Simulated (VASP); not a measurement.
Write the native input for VASP 6.6.1 that does the following.

```
Task                   : single point
Functional             : LDA
Potentials or basis    : VASP PAW LDA potentials, release 64 (Ca_sv, B, Pd)
Cutoff                 : 520 eV
k mesh                 : 7 × 7 × 7
Occupations            : fermi-dirac, width 0.1 eV
Spin                   : no spin polarisation
Dipole correction      : no
Further INCAR settings : ALGO = Normal; EDIFF = 1e-07; NBANDS = 30
```

The structure of CaBPd3 lies in POSCAR:

```
CaBPd3
1.0
    4.2784200000      0.0000000000      0.0000000000
    0.0000000000      4.2784200000      0.0000000000
    0.0000000000      0.0000000000      4.2784200000
Ca B Pd
1 1 3
Direct
    0.5000000000      0.5000000000      0.5000000000
    0.0000000000      0.0000000000      0.0000000000
    0.5000000000      0.0000000000      0.0000000000
    0.0000000000      0.5000000000      0.0000000000
    0.0000000000      0.0000000000      0.5000000000
```

These files were run (other wordings do the same):

INCAR

```
SYSTEM = CaBPd3
  PREC = Accurate
  ENCUT = 520
  EDIFF = 1E-7
  ISMEAR = -1
  SIGMA = 0.1
  LREAL = .False.
  LASPH = .True.
  NELM = 80
  ALGO = Normal
  ISIF = 2
  LWAVE = .False.
  LCHARG = .False.
  NBANDS = 30
```

KPOINTS

```
Automatic mesh
0
Gamma
  7 7 7
  0 0 0
```

Potentials or basis: VASP PAW LDA potentials, release 64 (Ca_sv, B, Pd).

Launch:

```console
$ cat potpaw_LDA.64/Ca_sv/POTCAR potpaw_LDA.64/B/POTCAR potpaw_LDA.64/Pd/POTCAR > POTCAR
$ mpirun -np 1 vasp_std > vasp.out
```

It gave:

```json
{
 "Pressure": "-7.2 GPa"
}
```

Wall time 27 s on 1 thread of Intel(R) Xeon(R) Platinum 8375C CPU @ 2.90GHz (Ice Lake) (shared host), peak memory 0.18 GiB.
